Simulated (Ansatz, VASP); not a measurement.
# C: VASP beside Ansatz

File INCAR:

```
SYSTEM = C
PREC = Accurate
ENCUT = 520
EDIFF = 1E-7
ISMEAR = 0
SIGMA = 0.01
LREAL = .False.
LASPH = .True.
NELM = 80
ALGO = Normal
ISIF = 2
LWAVE = .False.
LCHARG = .True.
GGA = PE
LELF = .True.
LVHAR = .True.
NBANDS = 11
```

File KPOINTS:

```
regular mesh
0
Gamma
  2 2 2
  0 0 0
```

Contents of POSCAR:

```
C
1.0
    0.0000000000      1.7801241411      1.7801241411
    1.7801241411      0.0000000000      1.7801241411
    1.7801241411      1.7801241411      0.0000000000
C
2
Direct
    0.0000000000      0.0000000000      0.0000000000
    0.2500000000      0.2500000000      0.2500000000
```

Input for Ansatz:

```yaml
crystal:
  lattice:
    - [0.0, 1.7801241411, 1.7801241411]
    - [1.7801241411, 0.0, 1.7801241411]
    - [1.7801241411, 1.7801241411, 0.0]
  atoms:
    - { symbol: C, position: [0.0, 0.0, 0.0] }
    - { symbol: C, position: [0.25, 0.25, 0.25] }
kpoints:
  mp_grid: { grid: [2, 2, 2] }
hamiltonian:
  xc: pbe
scf:
  occupations: { method: fixed }
  n_extra_bands: 4
output:
  forces: true
  stress: true
  eigenvalues: true
```

Alike in both runs: task single point; functional PBE; k mesh 2 × 2 × 2; no spin polarisation.

|  | VASP | Ansatz |
| --- | --- | --- |
| version | VASP 6.6.1 | Ansatz 0.2.0 |
| potentials or method | VASP PAW PBE potentials, release 64 (C) | plane waves |
| plane-wave cutoff (eV) | 520 | 420 |
| occupations | gaussian, width 0.01 eV | fixed |
| valence electrons in the cell | 8 | 8 |

VASP gave:

| Item | Value |
| --- | --- |
| gap on the k mesh at the Fermi level (eV) | 4.57 |

**Question.** What did Ansatz give for the same quantities?

**Answer.** gap on the k mesh at the Fermi level (eV): 4.58.

The k mesh is coarse, so the values compare programs but aren't converged.
